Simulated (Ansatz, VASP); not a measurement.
# AlN: VASP beside Ansatz

```xyz
2
Lattice="0.0677 2.1772 2.1772 2.1772 0.0677 2.1772 2.1772 2.1772 0.0677" Properties=species:S:1:pos:R:3 pbc="T T T"
Al    0.0100    0.0100    0.0100
N     1.0955    1.0955    1.0955
```

Change from the starting cell: epitaxial_111 strain -3.5%.

Alike in both runs: task single point; functional PBE; k mesh 10 × 10 × 10; occupations fermi-dirac, width 0.02 eV; no spin polarisation.

|  | VASP | Ansatz |
| --- | --- | --- |
| version | VASP 6.6.1 | Ansatz 0.2.0 |
| potentials or method | VASP PAW PBE potentials, release 64 (Al, N) | plane waves, PAW |
| plane-wave cutoff (eV) | 520 | 420 |
| valence electrons in the cell | 8 | 8 |

|  | VASP | Ansatz | Ansatz less VASP |
| --- | --- | --- | --- |
| gap on the k mesh at the Fermi level (eV) | 3.14 | 3.15 | +0.010 |
| pressure (GPa) | 18.1 | 18.3 | +0.21 |
| traceless stress, the component that is largest in VASP (GPa) | -6.57 | -6.51 | +0.060 |
| rms of the force components (eV/Å) | 0.030 | 0.028 | -0.0013 |

Atom by atom the forces differ by 0.001 eV/Å (rms over components).
